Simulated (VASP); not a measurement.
**Lu3Sc2O: single point with PBE**

Lu3Sc2O:

```
Lu Sc O
1.0
     3.14420    0.00000    0.00000
     0.00000    3.14420    0.00000
     0.00000    0.00000   13.31055
Lu Sc O
3 2 1
Cartesian
  0.0000 0.0000 0.0000
  0.0000 0.0000 8.2119
  0.0000 0.0000 5.0987
  1.5721 1.5721 10.7543
  1.5721 1.5721 2.5563
  1.5721 1.5721 6.6553
```

The cell was built from a structure type or drawn by symmetry, and may not be a known phase.

```yaml
Program: VASP 6.6.1
Task: single point
Functional: PBE
Potentials_or_basis: VASP PAW PBE potentials, release 64 (Lu, Sc_sv, O)
Cutoff: 520 eV
k_mesh: 6 × 6 × 2
Occupations: gaussian, width 0.1 eV
Spin: no spin polarisation
```

```yaml
Pressure: 0.2 GPa
Largest_force: 0.005 eV/Å
Band_gap_on_the_k_mesh: zero (an odd number of electrons rules out a gap without spin polarisation)
```

Forces in eV/Å, atoms in the order of the input:
```
Lu   0.000  0.000  0.000
Lu   0.000  0.000  0.005
Lu   0.000  0.000 -0.005
Sc   0.000  0.000  0.002
Sc   0.000  0.000 -0.002
O    0.000  0.000  0.000
```

Levels at points of the mesh, in eV from the Fermi level:
```csv
k point,band 48,band 49,band 50,band 51,band 52,band 53,band 54,band 55,band 56,band 57
"(0.00, 0.00, 0.00)",-3.63,-1.96,-0.79,-0.72,-0.37,-0.20,0.31,0.60,0.96,1.00
"(0.50, 0.00, 0.00)",-1.73,-1.65,-0.95,-0.08,0.20,0.23,0.42,0.75,0.78,0.99
"(0.50, 0.50, 0.00)",-0.98,-0.72,-0.58,-0.58,0.07,0.07,0.77,0.78,0.78,1.08
"(0.00, 0.00, 0.50)",-2.81,-2.29,-0.75,-0.74,-0.56,0.03,0.13,0.44,1.06,1.32
"(0.50, 0.00, 0.50)",-1.63,-1.62,-0.95,-0.31,0.16,0.40,0.55,0.63,0.82,0.96
"(0.50, 0.50, 0.50)",-1.22,-0.85,-0.55,-0.55,-0.02,-0.02,0.89,0.89,0.97,1.32
```

Run time: 7.3 min on 1 thread of Intel Xeon 8259CL (shared host), peak memory 0.32 GiB.

Caveat: spin-orbit coupling is left out, which moves the levels of the heavy elements; an odd number of electrons without spin polarisation forces a metal; a magnetic or distorted state may lie lower.
